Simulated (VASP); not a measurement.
A run of VASP 6.6.1:

File INCAR:

```
SYSTEM = TiSi2
ALGO = Normal
EDIFF = 1E-7
ENCUT = 520
GGA = PE
ISIF = 2
ISMEAR = 0
LASPH = .True.
LCHARG = .False.
LREAL = .False.
LWAVE = .False.
NBANDS = 29
NELM = 80
PREC = Accurate
SIGMA = 0.15
```

KPOINTS

```
k-points
0
Gamma
  12 12 12
  0 0 0
```

Contents of POSCAR:

```
TiSi2
1.0
    1.7618635447     -6.8717383091      0.0000000000
    1.7618635447      6.8717383091      0.0000000000
    0.0000000000      0.0000000000      3.5552232867
Ti Si
2 4
Direct
    0.8968075259      0.1031924741      0.7500000000
    0.1031924741      0.8968075259      0.2500000000
    0.5591373592      0.4408626408      0.7500000000
    0.4408626408      0.5591373592      0.2500000000
    0.2498287182      0.7501712818      0.7500000000
    0.7501712818      0.2498287182      0.2500000000
```

Potentials or basis: VASP PAW PBE potentials, release 64 (Ti_sv, Si).

The run is started by

```console
$ cat potpaw_PBE.64/Ti_sv/POTCAR potpaw_PBE.64/Si/POTCAR > POTCAR
$ mpirun -np 1 vasp_std > vasp.out
```

Hardware: 1 thread of Intel(R) Xeon(R) 6975P-C (Granite Rapids) (shared host).

Q: How long does it take, and how much memory?

A: Wall time 10 min on 1 thread of Intel(R) Xeon(R) 6975P-C (Granite Rapids), with other jobs on the host, peak memory 0.72 GiB. Counts: scf iterations 16, k points 301.
